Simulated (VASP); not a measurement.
# TaN (P-62m) in VASP: notebook

The runs below take TaN through single point, with LDA.

All numbers are computed with VASP 6.6.1; they aren't measurements. Logs are shortened: lines on timing, memory, paths and dates and some standing lists are left out, and cuts for length are marked.

**1. The cell of the first run**

Symmetry: P-62m, No. 189, hexagonal system. The conventional cell has a = 4.974 Å, b = 4.974 Å, c = 2.801 Å, α = 90.00°, β = 90.00°, γ = 120.00°. Ta (site symmetry -6) has 6 N at 2.07 Å within 2.7 Å. Ta (site symmetry -62m) has 3 N at 1.98 Å within 2.6 Å. Within 2.6 Å of N (site symmetry m2m) lie 5 Ta at 1.98 to 2.07 Å.

**2. Single point, LDA**

Contents of INCAR:

```
PREC = Accurate ; ENCUT = 520
EDIFF = 1E-6 ; ISMEAR = -1
SIGMA = 0.05 ; LREAL = F
LASPH = T ; NELM = 80
ALGO = Normal ; ISIF = 2
LWAVE = F ; LCHARG = F
NBANDS = 33
```

Contents of KPOINTS:

```
regular mesh
0
Gamma
  5 5 7
```

Contents of POSCAR:

```
TaN
1.0
    4.9742553979      0.0000000000      0.0000000000
   -2.4871276989      4.3078315395      0.0000000000
    0.0000000000      0.0000000000      2.8012151803
Ta N
3 3
Direct
    0.3333333333      0.6666666667      0.5000000000
    0.6666666667      0.3333333333      0.5000000000
    0.0000000000      0.0000000000      0.0000000000
    0.3973480761      0.0000000000      0.0000000000
    0.6026519239      0.6026519239      0.0000000000
    0.0000000000      0.3973480761      0.0000000000
```

Potentials or basis: VASP PAW LDA potentials, release 64 (Ta_pv, N).

Launch:

```console
> cat potpaw_LDA.64/Ta_pv/POTCAR potpaw_LDA.64/N/POTCAR > POTCAR
> mpirun -np 1 vasp_std > vasp.out
```

OUTCAR:

```text
PREC = Accurate
   ENCUT = 520
   EDIFF = 1E-6
   ISMEAR = -1
   LREAL = F
   LASPH = T
   NELM = 80
   ISIF = 2

 ion  position               nearest neighbor table
   1  0.333  0.667  0.500-   4 2.07   4 2.07   6 2.07   6 2.07   5 2.07   5 2.07   2 2.87   2 2.87
                             2 2.87   3 3.20   3 3.20   3 3.20   3 3.20   3 3.20   3 3.20
   2  0.667  0.333  0.500-   6 2.07   6 2.07   4 2.07   4 2.07   5 2.07   5 2.07   1 2.87   1 2.87
                             1 2.87   3 3.20   3 3.20   3 3.20   3 3.20   3 3.20   3 3.20
   3  0.000  0.000  0.000-   6 1.98   4 1.98   5 1.98   2 3.20   1 3.20   1 3.20   2 3.20   1 3.20
                             1 3.20   2 3.20   2 3.20   2 3.20   2 3.20   1 3.20   1 3.20
   4  0.397  0.000  0.000-   3 1.98   1 2.07   1 2.07   2 2.07   2 2.07
   5  0.603  0.603  0.000-   3 1.98   2 2.07   2 2.07   1 2.07   1 2.07
   6  0.000  0.397  0.000-   3 1.98   2 2.07   2 2.07   1 2.07   1 2.07

  LATTYP: Found a hexagonal cell.
 ALAT       =     4.9742553979
 C/A-ratio  =     0.5631426126

  Lattice vectors:

 A1 = (   4.9742553979,   0.0000000000,   0.0000000000)
 A2 = (  -2.4871276989,   4.3078315395,   0.0000000000)
 A3 = (   0.0000000000,   0.0000000000,   2.8012151803)

Analysis of symmetry for initial positions (statically):
=====================================================================
 Subroutine PRICEL returns:
 Original cell was already a primitive cell.

 Routine SETGRP: Setting up the symmetry group for a
 hexagonal supercell.

 Subroutine GETGRP returns: Found 12 space group operations
 (whereof 12 operations were pure point group operations)
 out of a pool of 24 trial point group operations.

The static configuration has the point symmetry D_3h.

Analysis of symmetry for dynamics (positions and initial velocities):
=====================================================================
 Subroutine PRICEL returns:
 Original cell was already a primitive cell.

 Routine SETGRP: Setting up the symmetry group for a
 hexagonal supercell.

 Subroutine GETGRP returns: Found 12 space group operations
 (whereof 12 operations were pure point group operations)
 out of a pool of 24 trial point group operations.

The dynamic configuration has the point symmetry D_3h.

 Subroutine INISYM returns: Found 12 space group operations
 (whereof 12 operations are pure point group operations),
 and found     1 'primitive' translations

----------------------------------------------------------------------------------------

[... 98 lines left out ...]
   NSW    =      0    number of steps for IOM
   IBRION =     -1    ionic relax: 0-MD 1-quasi-New 2-CG
   NFREE  =      0    steps in history (QN), initial steepest desc. (CG)
   ISIF   =      2    stress and relaxation
   ISYM   =      2    0-nonsym 1-usesym 2-fastsym
   POTIM  = 0.5000    time-step for ionic-motion
   TEBEG  =    0.0;   TEEND  =   0.0 temperature during run
   PSTRESS=    0.0 pullay stress
   NELECT =      48.0000    total number of electrons
   NUPDOWN=      -1.0000    fix difference up-down
   EMIN   =  10.00;   EMAX   =-10.00  energy-range for DOS
   EFERMI =   0.00;   METHOD = LEGACY
   ISMEAR =    -1;   SIGMA  =   0.05  broadening in eV -4-tet -1-fermi 0-gaus
   EFERMI_NEDOS =   21; number of points for ismear=-14 and -15
   IALGO  =     38    algorithm
   IMIX   =      4    mixing-type and parameters
     AMIX     =   0.40;   BMIX     =  1.00
     AMIX_MAG =   1.60;   BMIX_MAG =  1.00
  volume/ion in A,a.u.               =      10.00        67.51
  Fermi-wavevector in a.u.,A,eV,Ry     =   1.519535  2.871506 31.415687  2.308988
  Thomas-Fermi vector in A             =   2.628508
   LORBIT       =      0    0 simple, 1 ext, 2 COOP (PROOUT), +10 PAW based schemes
   GGA     = CA    functional components
   LHFCALC =     F    Hartree Fock is set to
   AEXX    =    0.0000 exact exchange contribution
   IVDW    =     0    specifies the selected vdW correction
   LEPSILON=     F    determine dielectric tensor
   LRPA    =     F    only Hartree local field effects (RPA)
 non-spin polarized calculation
  energy-cutoff  :      520.00
  volume of cell :       60.03
 maximum number of plane-waves:      1631
 NGX is ok and might be reduce to    40
   NGX = 19   NGY = 19   NGZ = 11

 number of electron      48.0000002 magnetization

 Free energy of the ion-electron system (eV)
  ---------------------------------------------------
  ext. energy  EPLUGINS =         0.00000000
  ---------------------------------------------------
  free energy    TOTEN  =       -73.38134708 eV

  energy without entropy =      -73.37930462  energy(sigma->0) =      -73.38032585

 E-fermi :   9.6611     XC(G=0): -13.9211

 val. band max:        9.5418251761   @ k =   0.2000   0.0000   0.1429
 cond. band min:      10.0109449641   @ k =   0.4000   0.0000   0.2857
 fundamental gap:      0.4691197880
 Fermi energy:         9.6610506400

 k-point     1 :       0.0000    0.0000    0.0000
  band No.  band energies     occupation
      1     -26.4791      2.00000
      2     -26.4791      2.00000
      3     -25.9932      2.00000
      4     -25.9932      2.00000
      5     -25.6632      2.00000
      6     -25.4725      2.00000
[... 709 lines left out ...]
     32      14.5486      0.00000
     33      15.8790      0.00000

------------------------ aborting loop because EDIFF is reached ----------------------------------------

  FORCE on cell =-STRESS in cart. coord.  units (eV):
  Direction    XX          YY          ZZ          XY          YZ          ZX
  --------------------------------------------------------------------------------------
  -------------------------------------------------------------------------------------
  Total       16.0230424     16.0230424     16.0615918      0.0000000     -0.0000000     -0.0000000
  in kB      427.6833094    427.6833094    428.7122610      0.0000000     -0.0000000     -0.0000000
  external PRESSURE =     428.0262933 kB  Pullay stress =       0.0000000 kB

 VOLUME and BASIS-vectors are now :
 -----------------------------------------------------------------------------
  energy-cutoff  :      520.00
  volume of cell :       60.03
      direct lattice vectors                 reciprocal lattice vectors
     4.974255398  0.000000000  0.000000000     0.201035114  0.116067677  0.000000000
    -2.487127699  4.307831540  0.000000000     0.000000000  0.232135354  0.000000000
     0.000000000  0.000000000  2.801215180     0.000000000  0.000000000  0.356987927

 POSITION                                       TOTAL-FORCE (eV/Angst)
 -----------------------------------------------------------------------------------
     -0.00000      2.87189      1.40061         0.000000     -0.000000     -0.000000
      2.48713      1.43594      1.40061         0.000000      0.000000     -0.000000
      0.00000      0.00000      0.00000         0.000000     -0.000000     -0.000000
      1.97651      0.00000      0.00000         0.026700      0.000000      0.000000
      1.49887      2.59612      0.00000        -0.013350     -0.023123     -0.000000
     -0.98826      1.71171      0.00000        -0.013350      0.023123     -0.000000
 -----------------------------------------------------------------------------------
    total drift:                                0.000000      0.000001     -0.000000

  FREE ENERGIE OF THE ION-ELECTRON SYSTEM (eV)
  ---------------------------------------------------
  free  energy   TOTEN  =       -73.3813470834 eV

  energy  without entropy=      -73.3793046237  energy(sigma->0) =      -73.38032585
```

OSZICAR:

```text
N       E                     dE             d eps       ncg     rms          rms(c)
DAV:   1     0.445624666013E+03    0.44562E+03   -0.25857E+04  1320   0.155E+03
DAV:   2    -0.546902474989E+02   -0.50031E+03   -0.47736E+03  1515   0.455E+02
DAV:   3    -0.828508996308E+02   -0.28161E+02   -0.27766E+02  1643   0.105E+02
DAV:   4    -0.832887213095E+02   -0.43782E+00   -0.43635E+00  1608   0.128E+01
DAV:   5    -0.832971601392E+02   -0.84388E-02   -0.84317E-02  1744   0.144E+00    0.555E+01
DAV:   6    -0.736588772453E+02    0.96383E+01   -0.43299E+01  1589   0.377E+01    0.243E+01
DAV:   7    -0.734712530161E+02    0.18762E+00   -0.20013E+00  1598   0.813E+00    0.126E+01
DAV:   8    -0.733942895089E+02    0.76964E-01   -0.25708E-01  1641   0.368E+00    0.901E-01
DAV:   9    -0.733820541411E+02    0.12235E-01   -0.29511E-02  1676   0.170E+00    0.332E-01
DAV:  10    -0.733815523987E+02    0.50174E-03   -0.84846E-03  1579   0.484E-01    0.146E-01
DAV:  11    -0.733813772519E+02    0.17515E-03   -0.15741E-03  1580   0.261E-01    0.447E-02
DAV:  12    -0.733813466755E+02    0.30576E-04   -0.16768E-04  1589   0.772E-02    0.133E-02
DAV:  13    -0.733813470834E+02   -0.40793E-06   -0.59413E-06  1570   0.162E-02
   1 F= -.73381347E+02 E0= -.73380326E+02  d E =-.204246E-02
```

Run time: 62 s. Hardware: 1 thread of Intel Xeon Platinum 8488C (Sapphire Rapids), shared host; peak memory 0.17 GiB.

Results:

| Item | Value |
| --- | --- |
| Free energy | -73.3813 eV |
| Pressure | 42.8 GPa |
| Largest force | 0.027 eV/Å |
| Band gap on the k mesh | zero (band 24 reaches 11.40 eV, above the bottom of band 25 at 8.54 eV) |

Forces in eV/Å, atoms in the order of the input:
```
Ta   0.000  0.000  0.000
Ta   0.000  0.000  0.000
Ta   0.000  0.000  0.000
N    0.027  0.000  0.000
N   -0.013 -0.023  0.000
N   -0.013  0.023  0.000
```

Caveat: spin-orbit coupling is left out, which moves the levels of the heavy elements.

**3. Single point, LDA**

This run uses another cell than the first one, of 10.21 Å³/atom, 1.021 times its volume.

Contents of INCAR:

```
SYSTEM = TaN
PREC = Accurate ; ENCUT = 520
EDIFF = 1E-7 ; ISMEAR = -1
SIGMA = 0.05 ; LREAL = .False.
LASPH = .True. ; NELM = 80
ALGO = Normal ; ISIF = 2
LWAVE = .False. ; LCHARG = .False.
GGA = CA ; NBANDS = 33
```

Contents of KPOINTS:

```
regular mesh
0
Gamma
  5 5 7
  0 0 0
```

Contents of POSCAR:

```
TaN
1.0
    5.0112762658      0.0000000000      0.0000000000
   -2.5056381329      4.3398925515      0.0000000000
    0.0000000000      0.0000000000      2.8174110003
Ta N
3 3
Direct
    0.3333333333      0.6666666667      0.5000000000
    0.6666666667      0.3333333333      0.5000000000
    0.0000000000      0.0000000000      0.0000000000
    0.3965388564      0.0000000000      0.0000000000
    0.6034611436      0.6034611436      0.0000000000
    0.0000000000      0.3965388564      0.0000000000
```

Potentials or basis: VASP PAW LDA potentials, release 64 (Ta_pv, N).

Launch:

```console
> cat potpaw_LDA.64/Ta_pv/POTCAR potpaw_LDA.64/N/POTCAR > POTCAR
> mpirun -np 1 vasp_std > vasp.out
```

It took 61 s on 1 thread of Intel Xeon Platinum 8488C (Sapphire Rapids), shared host; peak memory 0.18 GiB.

Results (log left out):

| Property | Result |
| --- | --- |
| Free energy | -73.6753 eV |
| Pressure | 32.6 GPa |
| Largest force | 0.025 eV/Å |
| Band gap on the k mesh | zero (band 24 reaches 11.14 eV, above the bottom of band 25 at 8.32 eV) |

Forces on the atoms (eV/Å):
```
Ta   0.000  0.000  0.000
Ta   0.000  0.000  0.000
Ta   0.000  0.000  0.000
N    0.025  0.000  0.000
N   -0.013 -0.022  0.000
N   -0.013  0.022  0.000
```

Levels at points of the mesh, in eV from the Fermi level:
```tsv
k point	band 20	band 21	band 22	band 23	band 24	band 25	band 26	band 27	band 28	band 29
(0.00, 0.00, 0.00)	-5.39	-4.60	-3.50	-2.06	-1.09	-1.09	0.50	0.50	2.21	2.21
```

Caveat: spin-orbit coupling is left out, which moves the levels of the heavy elements.

**4. Single point, LDA**

This run uses another cell than the first one, of 10.44 Å³/atom, 1.044 times its volume.

Contents of INCAR:

```
ALGO     = Normal         # electronic algorithm
EDIFF    = 1E-6           # SCF threshold, eV
ENCUT    = 520            # plane-wave cutoff, eV
GGA      = CA             # functional
ISIF     = 2              # what is computed and relaxed
ISMEAR   = -1             # smearing method
LASPH    = True           # aspherical terms in the spheres
LCHARG   = True           # write CHGCAR
LELF     = True           # ELF
LREAL    = False          # projectors in reciprocal space
LVHAR    = True         
LWAVE    = False          # write WAVECAR
NBANDS   = 33             # bands
NELM     = 60             # most SCF steps
PREC     = Accurate       # precision mode
SIGMA    = 0.05           # smearing width, eV
```

Contents of KPOINTS:

```
k-points
0
Gamma
  5 5 7
```

Contents of POSCAR:

```
TaN
1.0
    5.0516993991      0.0000000000      0.0000000000
   -2.5258496996      4.3749000119      0.0000000000
    0.0000000000      0.0000000000      2.8353330035
Ta N
3 3
Direct
    0.3333333333      0.6666666667      0.5000000000
    0.6666666667      0.3333333333      0.5000000000
    0.0000000000      0.0000000000      0.0000000000
    0.3956473674      0.0000000000      0.0000000000
    0.6043526326      0.6043526326      0.0000000000
    0.0000000000      0.3956473674      0.0000000000
```

Launch:

```console
> cat potpaw_LDA.64/Ta_pv/POTCAR potpaw_LDA.64/N/POTCAR > POTCAR
> mpirun -np 1 vasp_std > vasp.out
```

Run time: 56 s. Hardware: 1 thread of Intel Xeon Platinum 8488C (Sapphire Rapids), shared host; peak memory 0.18 GiB.

Results (log left out):

| Quantity | Value |
| --- | --- |
| Free energy | -73.9134 eV |
| Pressure | 22.3 GPa |
| Largest force | 0.024 eV/Å |
| Band gap on the k mesh | zero (band 24 reaches 10.87 eV, above the bottom of band 25 at 8.07 eV) |

Forces in eV/Å, atoms in the order of the input:
```
Ta   0.000  0.000  0.000
Ta   0.000  0.000  0.000
Ta   0.000  0.000  0.000
N    0.024  0.000  0.000
N   -0.012 -0.021  0.000
N   -0.012  0.021  0.000
```

Levels at points of the mesh, in eV from the Fermi level:
```
           k point  band 20  band 21  band 22  band 23  band 24  band 25  band 26  band 27  band 28  band 29
(0.00, 0.00, 0.00)    -5.31    -4.51    -3.45    -2.03    -1.05    -1.05     0.52     0.52     2.10     2.15
```

Caveat: spin-orbit coupling is left out, which moves the levels of the heavy elements.

**5. Overview**

| cell | gap on the mesh (eV) | pressure (GPa) | largest force (eV/Å) |
| --- | --- | --- | --- |
| a = 4.974, b = 4.974, c = 2.801 Å, angles 90.0, 90.0, 120.0°, 6 atoms | none | 42.8 | 0.03 |
| a = 5.011, b = 5.011, c = 2.817 Å, angles 90.0, 90.0, 120.0°, 6 atoms | none | 32.6 | 0.03 |
| a = 5.052, b = 5.052, c = 2.835 Å, angles 90.0, 90.0, 120.0°, 6 atoms | none | 22.3 | 0.02 |

Alike in all rows: task single point; level LDA; potentials or basis VASP PAW LDA potentials, release 64 (Ta_pv, N); no spin polarisation; k mesh 5 × 5 × 7; cutoff (eV) 520; smearing fermi-dirac 0.05 eV.

Caveats: spin-orbit coupling is left out, which moves the levels of the heavy elements.

Total energies depend on the potentials used, so only differences within one code and one set of settings carry meaning.
